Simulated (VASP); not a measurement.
A run of VASP 6.6.1:

Contents of INCAR:

```
SYSTEM = Sb
  PREC = Accurate
  ENCUT = 520
  EDIFF = 1E-8
  ISMEAR = -1
  SIGMA = 0.05
  LREAL = .False.
  LASPH = .True.
  NELM = 60
  ALGO = Normal
  ISIF = 2
  LWAVE = .False.
  LCHARG = .False.
  GGA = PE
  LEFG = .True.
  NBANDS = 8
```

File KPOINTS:

```
regular mesh
0
Gamma
  19 19 19
  0 0 0
```

The input POSCAR:

```
Sb
1.0
   -1.4846596688      1.4846596688      2.4464823777
    1.4846596688     -1.4846596688      2.4464823777
    1.4846596688      1.4846596688     -2.4464823777
Sb
1
Direct
    0.0000000000      0.0000000000      0.0000000000
```

Potentials or basis: VASP PAW PBE potentials, release 64 (Sb).

The run is started by

```console
$ cat potpaw_PBE.64/Sb/POTCAR > POTCAR
$ mpirun -np 1 vasp_std > vasp.out
```

Hardware: 1 thread of Intel(R) Xeon(R) 6975P-C (Granite Rapids), with other jobs on the host.

Estimate the wall time of this run.

It took 26 s on 1 thread of Intel(R) Xeon(R) 6975P-C (Granite Rapids), with other jobs on the host, peak memory 0.21 GiB. Counts: scf iterations 11, k points 550.
